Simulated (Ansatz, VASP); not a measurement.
**One calculation of LiFeN, two programs**

INCAR

```
SYSTEM = LiFeN
PREC = Accurate
ENCUT = 520
EDIFF = 1E-6
ISMEAR = -1
SIGMA = 0.05
LREAL = .FALSE.
LASPH = .TRUE.
NELM = 150
ALGO = Normal
ISIF = 2
LWAVE = .FALSE.
LCHARG = .TRUE.
ISPIN = 2
MAGMOM = 0 2.4 0
LORBIT = 11
LMAXMIX = 4
LDAU = .TRUE.
LDAUTYPE = 2
LDAUL = -1 2 -1
LDAUU = 0 3.5 0
LDAUJ = 0 0 0
LDAUPRINT = 1
LELF = .TRUE.
LVHAR = .TRUE.
NBANDS = 19
```

The input KPOINTS:

```
regular mesh
0
G
  13 13 8
  0 0 0
```

The input POSCAR:

```
LiFeN
1.0
    3.1626120000      0.0000000000      0.0000000000
   -1.5813060000      2.7389029800      0.0000000000
    0.0000000000      0.0000000000      3.9843704344
Li Fe N
1 1 1
Direct
    0.3333333333      0.6666666667      0.0000000000
    0.6666666667      0.3333333333      0.5000000000
    0.3333333333      0.6666666667      0.5000000000
```

Input for Ansatz:

```yaml
crystal:
  lattice:
    - [3.162612, 0.0, 0.0]
    - [-1.581306, 2.7389029799999998, 0.0]
    - [0.0, 0.0, 3.9843704344482886]
  atoms:
    - { symbol: Li, position: [0.3333333333333333, 0.6666666666666666, 0.0] }
    - { symbol: Fe, position: [0.6666666666666666, 0.3333333333333333, 0.5], spin: 2.4 }
    - { symbol: "N", position: [0.3333333333333333, 0.6666666666666666, 0.5] }
basis:
  ecutwfc: 557.833418042754
kpoints:
  mp_grid:
    grid: [13, 13, 8]
hamiltonian:
  xc: lda
  hubbard:
    - { species: Fe, l: d, u_eff: 3.5 }
magnetization:
  spin_polarized: true
scf:
  convergence:
    dr2_threshold: 1.0e-10
  occupations:
    method: fermi_dirac
    width: 0.05
```

Alike in both runs: task single point; functional LDA; k mesh 13 × 13 × 8; occupations fermi-dirac, width 0.05 eV; collinear spin; Hubbard terms Fe d U = 3.5 eV.

|  | VASP | Ansatz |
| --- | --- | --- |
| version | VASP 6.6.1 | Ansatz 0.2.0 |
| potentials or method | VASP PAW LDA potentials, release 64 (Li_sv, Fe, N), cutoff 520 eV | plane waves, PAW |
| valence electrons in the cell | 16 | 24 |

VASP gave:

| Item | Value |
| --- | --- |
| net moment per atom (μB) | 1.09 |
| size of the moment on the site where the two differ most (μB) | 3.13 |

Task: Estimate Ansatz's values.

Result: net moment per atom (μB): 1.10; size of the moment on the site where the two differ most (μB): 2.68.

LDA's correlation is that of Perdew and Zunger in VASP and of Perdew and Wang (1992) in Ansatz. Site moments also hang on the region over which each program counts them. The programs project onto different local orbitals, so the same U acts differently, and such runs can settle in different states. VASP's potentials hold 16 valence electrons a cell and Ansatz's 24, so a difference there can come from the potentials and not from the codes. Ansatz's warnings: filled band counts differ across k points.

Noted on VASP's run: the cutoff is short for stress, so the pressure is rough.
